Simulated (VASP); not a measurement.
# Br (Fd-3m) in VASP: notebook, part 2 of 2

VASP 6.6.1. Earlier steps stand in the parts before.

## 3. Single point, PBE

This run uses another cell than the first one, of 43.12 Å³/atom.

Contents of INCAR:

```
PREC = Accurate ; ENCUT = 520
EDIFF = 1E-6 ; ISMEAR = -1
SIGMA = 0.08 ; LREAL = False
LASPH = True ; NELM = 60
ALGO = Normal ; ISIF = 2
LWAVE = False ; LCHARG = True
GGA = PE ; LELF = True
LVHAR = True ; NBANDS = 14
```

Contents of KPOINTS:

```
Automatic mesh
0
Gamma
  11 11 11
```

Contents of POSCAR:

```
Br
1.0
    0.0000000000      3.5067068935      3.5067068935
    3.5067068935      0.0000000000      3.5067068935
    3.5067068935      3.5067068935      0.0000000000
Br
2
Direct
   -0.1250000000     -0.1250000000     -0.1250000000
    0.1250000000      0.1250000000      0.1250000000
```

Potentials or basis: VASP PAW PBE potentials, release 64 (Br).

Command:

```sh
$ cat potpaw_PBE.64/Br/POTCAR > POTCAR
$ mpirun -np 1 vasp_std > vasp.out
```

OUTCAR:

```text
PREC = Accurate
   ENCUT = 520
   EDIFF = 1E-6
   ISMEAR = -1
   LREAL = False
   LASPH = True
   NELM = 60
   ISIF = 2
   GGA = PE

 ion  position               nearest neighbor table
   1  0.875  0.875  0.875-
   2  0.125  0.125  0.125-

  LATTYP: Found a face centered cubic cell.
 ALAT       =     7.0134137870

  Lattice vectors:

 A1 = (   0.0000000000,   3.5067068935,   3.5067068935)
 A2 = (   3.5067068935,   0.0000000000,   3.5067068935)
 A3 = (   3.5067068935,   3.5067068935,   0.0000000000)

Analysis of symmetry for initial positions (statically):
=====================================================================
 Subroutine PRICEL returns:
 Original cell was already a primitive cell.

 Routine SETGRP: Setting up the symmetry group for a
 face centered cubic supercell.

 Subroutine GETGRP returns: Found 48 space group operations
 (whereof 12 operations were pure point group operations)
 out of a pool of 48 trial point group operations.

The static configuration has the point symmetry D_3d.
 The point group associated with its full space group is O_h .

Analysis of symmetry for dynamics (positions and initial velocities):
=====================================================================
 Subroutine PRICEL returns:
 Original cell was already a primitive cell.

 Routine SETGRP: Setting up the symmetry group for a
 face centered cubic supercell.

 Subroutine GETGRP returns: Found 48 space group operations
 (whereof 12 operations were pure point group operations)
 out of a pool of 48 trial point group operations.

The dynamic configuration has the point symmetry D_3d.
 The point group associated with its full space group is O_h .

 Subroutine INISYM returns: Found 48 space group operations
 (whereof 12 operations are pure point group operations),
 and found     1 'primitive' translations

----------------------------------------------------------------------------------------

                                     Primitive cell

  volume of cell :      86.2439

  direct lattice vectors                    reciprocal lattice vectors
     0.000000000  3.506706894  3.506706894    -0.142583916  0.142583916  0.142583916
     3.506706894  0.000000000  3.506706894     0.142583916 -0.142583916  0.142583916
     3.506706894  3.506706894  0.000000000     0.142583916  0.142583916 -0.142583916

  length of vectors
     4.959232448  4.959232448  4.959232448     0.246962586  0.246962586  0.246962586

  position of ions in fractional coordinates (direct lattice)
     0.875000000  0.875000000  0.875000000
     0.125000000  0.125000000  0.125000000

  ion indices of the primitive-cell ions
   primitive index   ion index
                 1           1
                 2           2

----------------------------------------------------------------------------------------

 KPOINTS: Automatic mesh

Automatic generation of k-mesh.
 Grid dimensions read from file:
 generate k-points for:   11   11   11

 Generating k-lattice:

  Cartesian coordinates                     Fractional coordinates (reciprocal lattice)
    -0.012962174  0.012962174  0.012962174     0.090909091  0.000000000  0.000000000
     0.012962174 -0.012962174  0.012962174     0.000000000  0.090909091  0.000000000
     0.012962174  0.012962174 -0.012962174     0.000000000  0.000000000  0.090909091

  Length of vectors
     0.022451144  0.022451144  0.022451144

  Shift w.r.t. Gamma in fractional coordinates (k-lattice)
     0.000000000  0.000000000  0.000000000

 Subroutine IBZKPT returns following result:
 ===========================================

 Found     56 irreducible k-points:

 Following reciprocal coordinates:
            Coordinates               Weight
  0.000000  0.000000  0.000000      1.000000
  0.090909  0.000000  0.000000      8.000000
  0.181818  0.000000  0.000000      8.000000
  0.272727  0.000000  0.000000      8.000000
  0.363636  0.000000  0.000000      8.000000
  0.454545  0.000000  0.000000      8.000000
[... 16 lines left out ...]
 -0.272727  0.181818  0.000000     24.000000
 -0.181818  0.181818  0.000000     12.000000
 [... further k-points ...]
   k-points           NKPTS =     56   k-points in BZ     NKDIM =     56   number of bands    NBANDS=     14
   number of dos      NEDOS =    301   number of ions     NIONS =      2
   total plane-waves  NPLWV =  64000
   dimension x,y,z NGX =    40 NGY =   40 NGZ =   40
   dimension x,y,z NGXF=    80 NGYF=   80 NGZF=   80
   ions per type =               2
   NGX,Y,Z   is equivalent  to a cutoff of  13.41, 13.41, 13.41 a.u.
   NGXF,Y,Z  is equivalent  to a cutoff of  26.82, 26.82, 26.82 a.u.
 SYSTEM =  unknown system
   PREC   = accura    normal or accurate (medium, high low for compatibility)
   ISTART =      0    job   : 0-new  1-cont  2-samecut
   ICHARG =      2    charge: 1-file 2-atom 10-const
   ISPIN  =      1    spin polarized calculation?
   LNONCOLLINEAR =      F non collinear calculations
   LSORBIT =      F    spin-orbit coupling
   LASPH  =      T    aspherical Exc in radial PAW
   ENCUT  =  520.0 eV  38.22 Ry    6.18 a.u.   9.22  9.22  9.22*2*pi/ulx,y,z
   NELM   =     60;   NELMIN=  2; NELMDL= -5     # of ELM steps
   EDIFF  = 0.1E-05   stopping-criterion for ELM
   LREAL  =      F    real-space projection
   EDIFFG = 0.1E-04   stopping-criterion for IOM
   NSW    =      0    number of steps for IOM
   IBRION =     -1    ionic relax: 0-MD 1-quasi-New 2-CG
   NFREE  =      0    steps in history (QN), initial steepest desc. (CG)
   ISIF   =      2    stress and relaxation
   ISYM   =      2    0-nonsym 1-usesym 2-fastsym
   POTIM  = 0.5000    time-step for ionic-motion
   TEBEG  =    0.0;   TEEND  =   0.0 temperature during run
   PSTRESS=    0.0 pullay stress
   NELECT =      14.0000    total number of electrons
   NUPDOWN=      -1.0000    fix difference up-down
   EMIN   =  10.00;   EMAX   =-10.00  energy-range for DOS
   EFERMI =   0.00;   METHOD = LEGACY
   ISMEAR =    -1;   SIGMA  =   0.08  broadening in eV -4-tet -1-fermi 0-gaus
   EFERMI_NEDOS =   21; number of points for ismear=-14 and -15
   IALGO  =     38    algorithm
   IMIX   =      4    mixing-type and parameters
     AMIX     =   0.40;   BMIX     =  1.00
     AMIX_MAG =   1.60;   BMIX_MAG =  1.00
  volume/ion in A,a.u.               =      43.12       291.00
  Fermi-wavevector in a.u.,A,eV,Ry     =   0.893048  1.687616 10.851114  0.797534
  Thomas-Fermi vector in A             =   2.015075
   LORBIT       =      0    0 simple, 1 ext, 2 COOP (PROOUT), +10 PAW based schemes
   GGA     = PE    functional components
   LHFCALC =     F    Hartree Fock is set to
   AEXX    =    0.0000 exact exchange contribution
   IVDW    =     0    specifies the selected vdW correction
   LEPSILON=     F    determine dielectric tensor
   LRPA    =     F    only Hartree local field effects (RPA)
 non-spin polarized calculation
  energy-cutoff  :      520.00
  volume of cell :       86.24
 maximum number of plane-waves:      2333
 NGX is ok and might be reduce to    40
   NGX = 19   NGY = 19   NGZ = 19

 number of electron      13.9999997 magnetization

 Free energy of the ion-electron system (eV)
  ---------------------------------------------------
  ext. energy  EPLUGINS =         0.00000000
  ---------------------------------------------------
  free energy    TOTEN  =        -2.05828945 eV

  energy without entropy =       -1.95442838  energy(sigma->0) =       -2.00635891

 E-fermi :  -1.3549     XC(G=0):  -6.7653

 val. band max:       -1.3549304824   @ k =   0.4545   0.1818   0.0909
 cond. band min:      -1.3501727995   @ k =  -0.2727   0.1818   0.0000
 fundamental gap:      0.0047576828
 Fermi energy:        -1.3549084336

 k-point     1 :       0.0000    0.0000    0.0000
  band No.  band energies     occupation
      1     -16.3429      2.00000
      2     -14.3989      2.00000
      3      -3.9998      2.00000
      4      -3.9998      2.00000
      5      -3.9998      2.00000
      6      -2.1950      1.99994
      7      -2.1950      1.99994
      8      -2.1950      1.99994
      9       3.8881      0.00000
     10       7.7812      0.00000
     11       7.7812      0.00000
     12       9.1617      0.00000
     13       9.1617      0.00000
     14       9.1617      0.00000
[... 375 lines left out ...]
 k-point    24 :      -0.1818    0.1818    0.0000
  band No.  band energies     occupation
      1     -16.0942      2.00000
      2     -14.7322      2.00000
      3      -4.5739      2.00000
      4      -4.2215      2.00000
      5      -3.9590      2.00000
      6      -2.1277      1.99987
      7      -1.8773      1.99709
      8      -1.5275      1.79265
      9       5.2425      0.00000
     10       6.9213      0.00000
     11       7.1892      0.00000
     12       8.8198      0.00000
     13       9.6119      0.00000
     14      10.3424      0.00000

 [... further k-points ...]
[... 5 lines left out ...]
  --------------------------------------------------------------------------------------
  -------------------------------------------------------------------------------------
  Total        0.0281057      0.0281057      0.0281057     -0.0000000      0.0000000     -0.0000000
  in kB        0.5221276      0.5221276      0.5221276     -0.0000000      0.0000000     -0.0000000
  external PRESSURE =       0.5221276 kB  Pullay stress =       0.0000000 kB

 VOLUME and BASIS-vectors are now :
 -----------------------------------------------------------------------------
  energy-cutoff  :      520.00
  volume of cell :       86.24
      direct lattice vectors                 reciprocal lattice vectors
     0.000000000  3.506706894  3.506706894    -0.142583916  0.142583916  0.142583916
     3.506706894  0.000000000  3.506706894     0.142583916 -0.142583916  0.142583916
     3.506706894  3.506706894  0.000000000     0.142583916  0.142583916 -0.142583916

 POSITION                                       TOTAL-FORCE (eV/Angst)
 -----------------------------------------------------------------------------------
      6.13674      6.13674      6.13674        -0.000000      0.000000     -0.000000
      0.87668      0.87668      0.87668         0.000000     -0.000000      0.000000
 -----------------------------------------------------------------------------------
    total drift:                                0.000000      0.000000     -0.000000

  FREE ENERGIE OF THE ION-ELECTRON SYSTEM (eV)
  ---------------------------------------------------
  free  energy   TOTEN  =        -2.0582894513 eV

  energy  without entropy=       -1.9544283785  energy(sigma->0) =       -2.00635891
```

OSZICAR:

```text
N       E                     dE             d eps       ncg     rms          rms(c)
DAV:   1     0.811707004336E+02    0.81171E+02   -0.53892E+03  1568   0.796E+02
DAV:   2     0.410301490746E+01   -0.77068E+02   -0.72898E+02  2284   0.142E+02
DAV:   3    -0.199461542294E+01   -0.60976E+01   -0.60105E+01  2042   0.452E+01
DAV:   4    -0.205606117443E+01   -0.61446E-01   -0.61415E-01  1994   0.550E+00
DAV:   5    -0.205669794097E+01   -0.63677E-03   -0.63672E-03  2048   0.552E-01    0.551E+00
DAV:   6    -0.205747220521E+01   -0.77426E-03   -0.92124E-04  2018   0.209E-01    0.335E+00
DAV:   7    -0.205828948732E+01   -0.81728E-03   -0.13454E-03  2036   0.270E-01    0.451E-02
DAV:   8    -0.205828475543E+01    0.47319E-05   -0.47876E-05  1964   0.367E-02    0.128E-02
DAV:   9    -0.205828881402E+01   -0.40586E-05   -0.64690E-06  2054   0.152E-02    0.471E-03
DAV:  10    -0.205828945130E+01   -0.63728E-06   -0.12651E-06  1530   0.972E-03
   1 F= -.20582895E+01 E0= -.20063589E+01  d E =-.103861E+00
```

stdout:

```text
POSCAR found type information on POSCAR Br
 POSCAR found :  1 types and       2 ions
 scaLAPACK will be used
 LDA part: xc-table for (Slater+PW92), standard interpolation
 POSCAR, INCAR and KPOINTS ok, starting setup
 FFT: planning ... GRIDC
 FFT: planning ... GRID_SOFT
 FFT: planning ... GRID
 WAVECAR not read
 entering main loop
```

Run time: 30 s. Hardware: 1 thread of Intel Xeon 6975P-C (Granite Rapids), shared host; peak memory 0.25 GiB.

What came out:

* Free energy: -2.0583 eV
* Pressure: 0.1 GPa
* Band gap on the k mesh: zero (bands 7 and 8 overlap by 1.17 eV)

## 4. Single point, PBE

This run uses another cell than the first one, of 43.12 Å³/atom.

Contents of INCAR:

```
SYSTEM = Br
PREC = Accurate ; ENCUT = 520
EDIFF = 1E-6 ; ISMEAR = -1
SIGMA = 0.08 ; LREAL = .False.
LASPH = .True. ; NELM = 100
ALGO = Normal ; ISIF = 2
LWAVE = .False. ; LCHARG = .True.
GGA = PE ; LELF = .True.
LVHAR = .True. ; NBANDS = 14
```

Contents of KPOINTS:

```
Automatic mesh
0
Gamma
  11 11 11
  0 0 0
```

Contents of POSCAR:

```
Br
1.0
    0.0000000000      3.5067068934      3.5067068934
    3.5067068934      0.0000000000      3.5067068934
    3.5067068934      3.5067068934      0.0000000000
Br
2
Direct
   -0.1250000000     -0.1250000000     -0.1250000000
    0.1250000000      0.1250000000      0.1250000000
```

Potentials or basis: VASP PAW PBE potentials, release 64 (Br).

Command:

```sh
$ cat potpaw_PBE.64/Br/POTCAR > POTCAR
$ mpirun -np 1 vasp_std > vasp.out
```

OUTCAR:

```text
SYSTEM = Br
   PREC = Accurate
   ENCUT = 520
   EDIFF = 1E-6
   ISMEAR = -1
   LREAL = .False.
   LASPH = .True.
   NELM = 100
   ISIF = 2
   GGA = PE

 ion  position               nearest neighbor table
   1  0.875  0.875  0.875-
   2  0.125  0.125  0.125-

  LATTYP: Found a face centered cubic cell.
 ALAT       =     7.0134137868

  Lattice vectors:

 A1 = (   0.0000000000,   3.5067068934,   3.5067068934)
 A2 = (   3.5067068934,   0.0000000000,   3.5067068934)
 A3 = (   3.5067068934,   3.5067068934,   0.0000000000)

Analysis of symmetry for initial positions (statically):
=====================================================================
 Subroutine PRICEL returns:
 Original cell was already a primitive cell.

 Routine SETGRP: Setting up the symmetry group for a
 face centered cubic supercell.

 Subroutine GETGRP returns: Found 48 space group operations
 (whereof 12 operations were pure point group operations)
 out of a pool of 48 trial point group operations.

The static configuration has the point symmetry D_3d.
[... 175 lines left out ...]
      4      -3.9998      2.00000
      5      -3.9998      2.00000
      6      -2.1950      1.99994
      7      -2.1950      1.99994
      8      -2.1950      1.99994
      9       3.8881      0.00000
     10       7.7812      0.00000
     11       7.7812      0.00000
     12       9.1617      0.00000
     13       9.1617      0.00000
     14       9.1617      0.00000
[... 377 lines left out ...]
      1     -16.0942      2.00000
      2     -14.7322      2.00000
      3      -4.5739      2.00000
      4      -4.2215      2.00000
      5      -3.9590      2.00000
      6      -2.1277      1.99987
      7      -1.8773      1.99709
      8      -1.5275      1.79265
      9       5.2425      0.00000
     10       6.9213      0.00000
     11       7.1892      0.00000
     12       8.8198      0.00000
     13       9.6119      0.00000
     14      10.3424      0.00000

 [... further k-points ...]

------------------------ aborting loop because EDIFF is reached ----------------------------------------

  FORCE on cell =-STRESS in cart. coord.  units (eV):
  Direction    XX          YY          ZZ          XY          YZ          ZX
  --------------------------------------------------------------------------------------
  -------------------------------------------------------------------------------------
  Total        0.0281057      0.0281057      0.0281057      0.0000000     -0.0000000      0.0000000
  in kB        0.5221275      0.5221275      0.5221275      0.0000000     -0.0000000      0.0000000
  external PRESSURE =       0.5221275 kB  Pullay stress =       0.0000000 kB

 VOLUME and BASIS-vectors are now :
 -----------------------------------------------------------------------------
  energy-cutoff  :      520.00
  volume of cell :       86.24
      direct lattice vectors                 reciprocal lattice vectors
     0.000000000  3.506706893  3.506706893    -0.142583916  0.142583916  0.142583916
     3.506706893  0.000000000  3.506706893     0.142583916 -0.142583916  0.142583916
     3.506706893  3.506706893  0.000000000     0.142583916  0.142583916 -0.142583916

 POSITION                                       TOTAL-FORCE (eV/Angst)
 -----------------------------------------------------------------------------------
      6.13674      6.13674      6.13674        -0.000000     -0.000000     -0.000000
      0.87668      0.87668      0.87668         0.000000      0.000000      0.000000
 -----------------------------------------------------------------------------------
    total drift:                                0.000000      0.000000     -0.000000

  FREE ENERGIE OF THE ION-ELECTRON SYSTEM (eV)
  ---------------------------------------------------
  free  energy   TOTEN  =        -2.0582894512 eV

  energy  without entropy=       -1.9544283784  energy(sigma->0) =       -2.00635891
```

OSZICAR:

```text
N       E                     dE             d eps       ncg     rms          rms(c)
DAV:   1     0.811707004343E+02    0.81171E+02   -0.53892E+03  1568   0.796E+02
DAV:   2     0.410301490732E+01   -0.77068E+02   -0.72898E+02  2284   0.142E+02
DAV:   3    -0.199461542290E+01   -0.60976E+01   -0.60105E+01  2042   0.452E+01
DAV:   4    -0.205606117441E+01   -0.61446E-01   -0.61415E-01  1994   0.550E+00
DAV:   5    -0.205669794102E+01   -0.63677E-03   -0.63672E-03  2048   0.552E-01    0.551E+00
DAV:   6    -0.205747220512E+01   -0.77426E-03   -0.92124E-04  2018   0.209E-01    0.335E+00
DAV:   7    -0.205828948729E+01   -0.81728E-03   -0.13454E-03  2036   0.270E-01    0.451E-02
DAV:   8    -0.205828475537E+01    0.47319E-05   -0.47876E-05  1964   0.367E-02    0.128E-02
DAV:   9    -0.205828881399E+01   -0.40586E-05   -0.64690E-06  2054   0.152E-02    0.471E-03
DAV:  10    -0.205828945123E+01   -0.63724E-06   -0.12651E-06  1530   0.972E-03
   1 F= -.20582895E+01 E0= -.20063589E+01  d E =-.103861E+00
```

stdout:

```text
POSCAR found type information on POSCAR Br
 POSCAR found :  1 types and       2 ions
 scaLAPACK will be used
 LDA part: xc-table for (Slater+PW92), standard interpolation
 POSCAR, INCAR and KPOINTS ok, starting setup
 FFT: planning ... GRIDC
 FFT: planning ... GRID_SOFT
 FFT: planning ... GRID
 WAVECAR not read
 entering main loop
```

Wall time 31 s (1 thread of Intel Xeon 6975P-C (Granite Rapids), shared host); peak memory 0.25 GiB.

Results:

```
Free energy            : -2.0583 eV
Pressure               : 0.1 GPa
Band gap on the k mesh : zero (bands 7 and 8 overlap by 1.17 eV)
```
